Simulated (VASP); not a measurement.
A run of VASP 6.6.1 is set up as follows.

INCAR

```
  PREC = Accurate
  ENCUT = 520
  EDIFF = 1E-6
  ISMEAR = -1
  SIGMA = 0.05
  LREAL = F
  LASPH = T
  NELM = 150
  ALGO = Fast
  ISIF = 2
  LWAVE = F
  LCHARG = F
  MAGMOM = 0 0 0
  LORBIT = 11
  LSORBIT = T
  GGA_COMPAT = F
  LORBMOM = T
  GGA = PE
  NBANDS = 25
```

The input KPOINTS:

```
regular mesh
0
Gamma
  9 9 9
```

The input POSCAR:

```
Pb
1.0
    0.0000000000      2.4244952108      2.4244952108
    2.4244952108      0.0000000000      2.4244952108
    2.4244952108      2.4244952108      0.0000000000
Pb
1
Direct
    0.0000000000      0.0000000000      0.0000000000
```

Potentials or basis: VASP PAW PBE potentials, release 64 (Pb_d).

The run is started by

```sh
$ cat potpaw_PBE.64/Pb_d/POTCAR > POTCAR
$ mpirun -np 1 vasp_ncl > vasp.out
```

**Question.** Predict the pressure.

**Answer.** 5.9 GPa.

**Question.** What does it give for the net moment?

**Answer.** 0.00 μB per cell.

Moments on the atoms (μB; x, y, z):
```
Pb  0.00 0.00 0.00
```
